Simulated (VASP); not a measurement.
# GdO (F-43m) in VASP: notebook

GdO is run at these levels: LDA+U; tasks: single point.

Program: VASP 6.6.1. These are calculated values, not measurements. Logs are shortened: lines on timing, memory, paths and dates and some standing lists are left out, and cuts for length are marked.

**1. The cell of the first run**

It takes space group F-43m (No. 216, cubic). Conventional cell: a = 5.400 Å, b = 5.400 Å, c = 5.400 Å, α = 90.00°, β = 90.00°, γ = 90.00°. Within 3.1 Å of Gd (site symmetry -43m) lie 4 O at 2.34 Å. Within 3.1 Å of O (site symmetry -43m) lie 4 Gd at 2.34 Å.

**2. Single point, LDA+U, collinear spin, ferromagnetic start**

Contents of INCAR:

```
ALGO     = Normal         # electronic algorithm
EDIFF    = 1E-7           # SCF threshold, eV
ENCUT    = 520            # plane-wave cutoff, eV
GGA      = CA             # functional
ISIF     = 2              # what is computed and relaxed
ISMEAR   = -1             # smearing method
ISPIN    = 2              # spin polarisation
LASPH    = True           # aspherical terms in the spheres
LCHARG   = True           # write CHGCAR
LDAU     = True           # DFT+U
LDAUJ    = 0 0          
LDAUL    = 3 -1           # shell
LDAUPRINT= 1            
LDAUTYPE = 2            
LDAUU    = 1 0            # U, eV
LELF     = True           # ELF
LMAXMIX  = 6              # l up to which the mixer works
LORBIT   = 11             # projections on sites
LREAL    = False          # projectors in reciprocal space
LVHAR    = True         
LWAVE    = False          # write WAVECAR
MAGMOM   = 9.1 0          # initial moments
NBANDS   = 23             # bands
NELM     = 150            # most SCF steps
PREC     = Accurate       # precision mode
SIGMA    = 0.1            # smearing width, eV
```

Contents of KPOINTS:

```
k-points
0
Gamma
  9 9 9
```

Contents of POSCAR:

```
GdO
1.0
    0.0000000000      2.7000000000      2.7000000000
    2.7000000000      0.0000000000      2.7000000000
    2.7000000000      2.7000000000      0.0000000000
Gd O
1 1
Direct
    0.0000000000      0.0000000000      0.0000000000
    0.2500000000      0.2500000000      0.2500000000
```

Potentials or basis: VASP PAW PBE potentials, release 64 (Gd, O).

Run with:

```sh
cat potpaw_PBE.64/Gd/POTCAR potpaw_PBE.64/O/POTCAR > POTCAR
mpirun -np 1 vasp_std > vasp.out
```

OUTCAR:

```text
EDIFF = 1E-7
   ENCUT = 520
   GGA = CA
   ISIF = 2
   ISMEAR = -1
   ISPIN = 2
   LASPH = True
   LORBIT = 11
   LREAL = False
   NELM = 150
   PREC = Accurate

 ion  position               nearest neighbor table
   1  0.000  0.000  0.000-   2 2.34   2 2.34   2 2.34   2 2.34
   2  0.250  0.250  0.250-   1 2.34   1 2.34   1 2.34   1 2.34

  LATTYP: Found a face centered cubic cell.
 ALAT       =     5.4000000000

  Lattice vectors:

 A1 = (   0.0000000000,   2.7000000000,   2.7000000000)
 A2 = (   2.7000000000,   0.0000000000,   2.7000000000)
 A3 = (   2.7000000000,   2.7000000000,   0.0000000000)

Analysis of symmetry for initial positions (statically):
=====================================================================
 Subroutine PRICEL returns:
 Original cell was already a primitive cell.

 Routine SETGRP: Setting up the symmetry group for a
 face centered cubic supercell.

 Subroutine GETGRP returns: Found 24 space group operations
 (whereof 24 operations were pure point group operations)
 out of a pool of 48 trial point group operations.

The static configuration has the point symmetry T_d .

Analysis of symmetry for dynamics (positions and initial velocities):
=====================================================================
 Subroutine PRICEL returns:
 Original cell was already a primitive cell.

 Routine SETGRP: Setting up the symmetry group for a
 face centered cubic supercell.

 Subroutine GETGRP returns: Found 24 space group operations
 (whereof 24 operations were pure point group operations)
 out of a pool of 48 trial point group operations.

The dynamic configuration has the point symmetry T_d .

Analysis of structural, dynamic, and magnetic symmetry:
=====================================================================
 Subroutine PRICEL returns:
 Original cell was already a primitive cell.

 Routine SETGRP: Setting up the symmetry group for a
 face centered cubic supercell.

 Subroutine GETGRP returns: Found 24 space group operations
 (whereof 24 operations were pure point group operations)
 out of a pool of 48 trial point group operations.

The overall configuration has the point symmetry T_d .

 Subroutine INISYM returns: Found 24 space group operations
 (whereof 24 operations are pure point group operations),
 and found     1 'primitive' translations

----------------------------------------------------------------------------------------

                                     Primitive cell

  volume of cell :      39.3660

  direct lattice vectors                    reciprocal lattice vectors
     0.000000000  2.700000000  2.700000000    -0.185185185  0.185185185  0.185185185
     2.700000000  0.000000000  2.700000000     0.185185185 -0.185185185  0.185185185
     2.700000000  2.700000000  0.000000000     0.185185185  0.185185185 -0.185185185

  length of vectors
     3.818376618  3.818376618  3.818376618     0.320750150  0.320750150  0.320750150

  position of ions in fractional coordinates (direct lattice)
     0.000000000  0.000000000  0.000000000
     0.250000000  0.250000000  0.250000000

  ion indices of the primitive-cell ions
   primitive index   ion index
                 1           1
                 2           2

----------------------------------------------------------------------------------------

 KPOINTS: k-points

Automatic generation of k-mesh.
 Grid dimensions read from file:
 generate k-points for:    9    9    9

 Generating k-lattice:
[... 68 lines left out ...]
   ISIF   =      2    stress and relaxation
   ISYM   =      2    0-nonsym 1-usesym 2-fastsym
   POTIM  = 0.5000    time-step for ionic-motion
   TEBEG  =    0.0;   TEEND  =   0.0 temperature during run
   PSTRESS=    0.0 pullay stress
   NELECT =      24.0000    total number of electrons
   NUPDOWN=      -1.0000    fix difference up-down
   EMIN   =  10.00;   EMAX   =-10.00  energy-range for DOS
   EFERMI =   0.00;   METHOD = LEGACY
   ISMEAR =    -1;   SIGMA  =   0.10  broadening in eV -4-tet -1-fermi 0-gaus
   EFERMI_NEDOS =   21; number of points for ismear=-14 and -15
   IALGO  =     38    algorithm
   IMIX   =      4    mixing-type and parameters
     AMIX     =   0.40;   BMIX     =  1.00
     AMIX_MAG =   1.60;   BMIX_MAG =  1.00
  volume/ion in A,a.u.               =      19.68       132.83
  Fermi-wavevector in a.u.,A,eV,Ry     =   1.388156  2.623234 26.218100  1.926976
  Thomas-Fermi vector in A             =   2.512309
   LORBIT       =     11    0 simple, 1 ext, 2 COOP (PROOUT), +10 PAW based schemes
 LDA+U is selected, type is set to LDAUTYPE =  2
   angular momentum for each species LDAUL =     3   -1
   U (eV)           for each species LDAUU =   1.0  0.0
   J (eV)           for each species LDAUJ =   0.0  0.0
   GGA     = CA    functional components
   LHFCALC =     F    Hartree Fock is set to
   AEXX    =    0.0000 exact exchange contribution
   IVDW    =     0    specifies the selected vdW correction
   LEPSILON=     F    determine dielectric tensor
   LRPA    =     F    only Hartree local field effects (RPA)
 spin polarized calculation
  energy-cutoff  :      520.00
  volume of cell :       39.37
 maximum number of plane-waves:      1070
   NGX = 15   NGY = 15   NGZ = 15

atom =   1  type =  1  l = 3

 onsite density matrix

spin component  1

  0.9875  0.0000 -0.0006 -0.0000 -0.0000  0.0000  0.0000
  0.0000  0.9838  0.0000 -0.0000 -0.0000  0.0000  0.0000
 -0.0006  0.0000  0.9877 -0.0000  0.0000 -0.0000  0.0000
 -0.0000 -0.0000 -0.0000  0.9870  0.0000  0.0000  0.0000
 -0.0000 -0.0000  0.0000  0.0000  0.9877  0.0000  0.0006
  0.0000  0.0000 -0.0000  0.0000  0.0000  0.9882  0.0000
  0.0000  0.0000  0.0000  0.0000  0.0006  0.0000  0.9875

spin component  2

  0.0119 -0.0000  0.0040  0.0000  0.0000  0.0000  0.0000
 -0.0000  0.1451  0.0000 -0.0000 -0.0000 -0.0000  0.0000
  0.0040  0.0000  0.0098 -0.0000 -0.0000  0.0000 -0.0000
  0.0000 -0.0000 -0.0000  0.0150  0.0000 -0.0000 -0.0000
  0.0000 -0.0000 -0.0000  0.0000  0.0098 -0.0000 -0.0040
  0.0000 -0.0000  0.0000 -0.0000 -0.0000  0.0067 -0.0000
  0.0000  0.0000 -0.0000 -0.0000 -0.0040 -0.0000  0.0119

 occupancies and eigenvectors

  o =  0.0067  v =  0.0000  0.0000  0.0000  0.0000  0.0000  0.0000  0.0000  0.0000 -0.0000  0.0000  0.0000 -0.7906 -0.0035 -0.6124      0.0000  0.0000  0.0000  0.0000  0.0000  0.0000  0.0000  0.0000  0.0000  0.0000  0.0000  0.0000  0.0000  0.0000
  o =  0.0067  v =  0.0000  0.0000  0.0000  0.0000  0.0000  0.0000  0.0000 -0.6124 -0.0000  0.7906  0.0000  0.0000  0.0000  0.0000      0.0000  0.0000  0.0000  0.0000  0.0000  0.0000  0.0000  0.0000  0.0000  0.0000  0.0000  0.0000  0.0000  0.0000
  o =  0.0067  v =  0.0000  0.0000  0.0000  0.0000  0.0000  0.0000  0.0000  0.0000  0.0000 -0.0000  0.0000 -0.0028  1.0000 -0.0022      0.0000  0.0000  0.0000  0.0000  0.0000  0.0000  0.0000  0.0000  0.0000  0.0000  0.0000  0.0000  0.0000  0.0000
  o =  0.0150  v =  0.0000  0.0000  0.0000  0.0000  0.0000  0.0000  0.0000 -0.0021 -0.0000 -0.0017  0.0035 -0.6124 -0.0000  0.7906      0.0000  0.0000  0.0000  0.0000  0.0000  0.0000  0.0000  0.0000  0.0000  0.0000  0.0000  0.0000  0.0000  0.0000
  o =  0.0150  v =  0.0000  0.0000  0.0000  0.0000  0.0000  0.0000  0.0000  0.7906 -0.0000  0.6124 -0.0000 -0.0017  0.0000  0.0021      0.0000  0.0000  0.0000  0.0000  0.0000  0.0000  0.0000  0.0000  0.0000  0.0000  0.0000  0.0000  0.0000  0.0000
  o =  0.0150  v =  0.0000  0.0000  0.0000  0.0000  0.0000  0.0000  0.0000  0.0000  0.0000  0.0000  1.0000  0.0021 -0.0000 -0.0028      0.0000  0.0000  0.0000  0.0000  0.0000  0.0000  0.0000  0.0000  0.0000  0.0000  0.0000  0.0000  0.0000  0.0000
  o =  0.1451  v =  0.0000  0.0000  0.0000  0.0000  0.0000  0.0000  0.0000  0.0000  1.0000  0.0000  0.0000 -0.0000 -0.0000  0.0000      0.0000  0.0000  0.0000  0.0000  0.0000  0.0000  0.0000  0.0000  0.0000  0.0000  0.0000  0.0000  0.0000  0.0000
  o =  0.9838  v = -0.0000 -1.0000 -0.0000 -0.0000 -0.0000 -0.0000  0.0000  0.0000  0.0000  0.0000  0.0000  0.0000  0.0000  0.0000      0.0000  0.0000  0.0000  0.0000  0.0000  0.0000  0.0000  0.0000  0.0000  0.0000  0.0000  0.0000  0.0000  0.0000
  o =  0.9870  v =  0.0003 -0.0000  0.0002  0.9825 -0.1140 -0.0000  0.1471  0.0000  0.0000  0.0000  0.0000  0.0000  0.0000  0.0000      0.0000  0.0000  0.0000  0.0000  0.0000  0.0000  0.0000  0.0000  0.0000  0.0000  0.0000  0.0000  0.0000  0.0000
  o =  0.9870  v =  0.7906 -0.0000  0.6124 -0.0002  0.0006  0.0000 -0.0008  0.0000  0.0000  0.0000  0.0000  0.0000  0.0000  0.0000      0.0000  0.0000  0.0000  0.0000  0.0000  0.0000  0.0000  0.0000  0.0000  0.0000  0.0000  0.0000  0.0000  0.0000
  o =  0.9870  v = -0.0008 -0.0000 -0.0006  0.1861  0.6017  0.0000 -0.7768  0.0000  0.0000  0.0000  0.0000  0.0000  0.0000  0.0000      0.0000  0.0000  0.0000  0.0000  0.0000  0.0000  0.0000  0.0000  0.0000  0.0000  0.0000  0.0000  0.0000  0.0000
  o =  0.9882  v =  0.0000  0.0000  0.0000  0.0000  0.7788  0.1722  0.6032  0.0000  0.0000  0.0000  0.0000  0.0000  0.0000  0.0000      0.0000  0.0000  0.0000  0.0000  0.0000  0.0000  0.0000  0.0000  0.0000  0.0000  0.0000  0.0000  0.0000  0.0000
  o =  0.9882  v = -0.6124 -0.0000  0.7906 -0.0000 -0.0002  0.0016 -0.0002  0.0000  0.0000  0.0000  0.0000  0.0000  0.0000  0.0000      0.0000  0.0000  0.0000  0.0000  0.0000  0.0000  0.0000  0.0000  0.0000  0.0000  0.0000  0.0000  0.0000  0.0000
  o =  0.9882  v = -0.0010  0.0000  0.0013 -0.0000  0.1361 -0.9851  0.1054  0.0000  0.0000  0.0000  0.0000  0.0000  0.0000  0.0000      0.0000  0.0000  0.0000  0.0000  0.0000  0.0000  0.0000  0.0000  0.0000  0.0000  0.0000  0.0000  0.0000  0.0000

 number of electron      23.9999989 magnetization       7.0476249

 Free energy of the ion-electron system (eV)
  ---------------------------------------------------
  ext. energy  EPLUGINS =         0.00000000
  ---------------------------------------------------
  free energy    TOTEN  =       -22.79825821 eV

  energy without entropy =      -22.71370066  energy(sigma->0) =      -22.75597944

 E-fermi :   3.7831     XC(G=0): -10.5359

 val. band max:        3.7686419746   @ k =   0.4444   0.3333   0.1111
 cond. band min:       3.7986194949   @ k =   0.2222   0.2222   0.0000
 fundamental gap:      0.0299775203
 Fermi energy:         3.7831067219

 spin component 1

 k-point     1 :       0.0000    0.0000    0.0000
  band No.  band energies     occupation
      1     -41.2173      1.00000
      2     -18.6824      1.00000
      3     -18.6824      1.00000
      4     -18.6824      1.00000
      5     -15.4125      1.00000
      6      -2.2410      1.00000
[... 1241 lines left out ...]
     22      14.0621      0.00000
     23      14.8132      0.00000

 [... further k-points ...]
[... 5 lines left out ...]
  --------------------------------------------------------------------------------------
  -------------------------------------------------------------------------------------
  Total       -1.7787724     -1.7787724     -1.7787724      0.0000000      0.0000000     -0.0000000
  in kB      -72.3951836    -72.3951836    -72.3951836      0.0000000      0.0000000     -0.0000000
  external PRESSURE =     -72.3951836 kB  Pullay stress =       0.0000000 kB

 VOLUME and BASIS-vectors are now :
 -----------------------------------------------------------------------------
  energy-cutoff  :      520.00
  volume of cell :       39.37
      direct lattice vectors                 reciprocal lattice vectors
     0.000000000  2.700000000  2.700000000    -0.185185185  0.185185185  0.185185185
     2.700000000  0.000000000  2.700000000     0.185185185 -0.185185185  0.185185185
     2.700000000  2.700000000  0.000000000     0.185185185  0.185185185 -0.185185185

 POSITION                                       TOTAL-FORCE (eV/Angst)
 -----------------------------------------------------------------------------------
      0.00000      0.00000      0.00000        -0.000000     -0.000000     -0.000000
      1.35000      1.35000      1.35000         0.000000      0.000000      0.000000
 -----------------------------------------------------------------------------------
    total drift:                                0.000000      0.000000      0.000000

  FREE ENERGIE OF THE ION-ELECTRON SYSTEM (eV)
  ---------------------------------------------------
  free  energy   TOTEN  =       -22.7982582141 eV

  energy  without entropy=      -22.7137006562  energy(sigma->0) =      -22.75597944

 total charge

# of ion       s       p       d       f       tot
--------------------------------------------------
    1        2.028   5.599   0.472   7.111  15.210
    2        1.556   3.399   0.000   0.000   4.954
--------------------------------------------------
tot          3.584   8.997   0.472   7.111  20.164

 magnetization (x)

# of ion       s       p       d       f       tot
--------------------------------------------------
    1       -0.003  -0.050   0.106   6.694   6.748
    2       -0.002  -0.045   0.000   0.000  -0.047
--------------------------------------------------
tot         -0.005  -0.094   0.106   6.694   6.702
```

It took 71 s on 1 thread of AMD EPYC 9R45 (Zen 5), shared host; peak memory 0.17 GiB.

What came out:

```
Free energy                                           : -22.7983 eV
Pressure                                              : -7.2 GPa
Net moment                                            : 7.05 μB per cell
Site moments                                          : Gd +6.75; O -0.05 μB
Valence electrons inside the program's atomic spheres : Gd 15.21; O 4.95
```

Eigenvalues of the final occupation matrices:
```tsv
site	spin	trace	eigenvalues
site 1 f	1	6.91	0.98 0.99 0.99 0.99 0.99 0.99 0.99
site 1 f	2	0.21	0.01 0.01 0.01 0.01 0.01 0.01 0.15
```

Caveat: the PAW data sets were made with another functional, which shifts forces and pressure a little; spin-orbit coupling is left out, which moves the levels of the heavy elements; a cell with one magnetic atom can't hold antiferromagnetic order, which such compounds often take. The state reached can hang on the start; a lower one may exist.

**3. Single point, LDA+U, collinear spin, ferromagnetic start**

Contents of INCAR:

```
SYSTEM = GdO
PREC = Accurate ; ENCUT = 520
EDIFF = 1E-6 ; ISMEAR = -1
SIGMA = 0.1 ; LREAL = .FALSE.
LASPH = .TRUE. ; NELM = 150
ALGO = Normal ; ISIF = 2
LWAVE = .FALSE. ; LCHARG = .FALSE.
ISPIN = 2 ; MAGMOM = 9.1 0
LORBIT = 11 ; LMAXMIX = 6
LDAU = .TRUE. ; LDAUTYPE = 2
LDAUL = 3 -1 ; LDAUU = 3 0
LDAUJ = 0 0 ; LDAUPRINT = 1
GGA = CA ; NBANDS = 23
```

Contents of KPOINTS:

```
regular mesh
0
G
  9 9 9
  0 0 0
```

POSCAR is that of step 2.

Potentials or basis: VASP PAW PBE potentials, release 64 (Gd, O).

Run with:

```sh
cat potpaw_PBE.64/Gd/POTCAR potpaw_PBE.64/O/POTCAR > POTCAR
mpirun -np 1 vasp_std > vasp.out
```

It took 62 s on 1 thread of AMD EPYC 9R45 (Zen 5), shared host; peak memory 0.16 GiB.

Results (log left out):

| Quantity | Value |
| --- | --- |
| Free energy | -22.5856 eV |
| Pressure | -7.1 GPa |
| Net moment | 7.56 μB per cell |
| Site moments | Gd +6.98; O -0.02 μB |
| Valence electrons inside the program's atomic spheres | Gd 15.16; O 4.96 |

Levels at points of the mesh, in eV from the Fermi level:
Spin up:
```tsv
k point	band 12	band 13	band 14	band 15	band 16	band 17	band 18	band 19	band 20	band 21
(0.00, 0.00, 0.00)	-6.65	-5.65	-5.65	-5.65	-2.23	2.28	2.28	4.35	4.35	4.35
```
Spin down:
| k point | band 4 | band 5 | band 6 | band 7 | band 8 | band 9 | band 10 | band 11 | band 12 | band 13 |
| --- | --- | --- | --- | --- | --- | --- | --- | --- | --- | --- |
| (0.00, 0.00, 0.00) | -20.71 | -19.20 | -5.72 | -5.72 | -5.72 | -1.77 | 1.06 | 1.06 | 1.06 | 1.26 |

Eigenvalues of the final occupation matrices:
```csv
site,spin,trace,eigenvalues
site 1 f,1,6.93,0.99 0.99 0.99 0.99 0.99 0.99 0.99
site 1 f,2,0.09,0.01 0.01 0.01 0.01 0.01 0.01 0.06
```

Caveat: the PAW data sets were made with another functional, which shifts forces and pressure a little; spin-orbit coupling is left out, which moves the levels of the heavy elements; a cell with one magnetic atom can't hold antiferromagnetic order, which such compounds often take. The state reached can hang on the start; a lower one may exist.

[end of part 1 of 2]
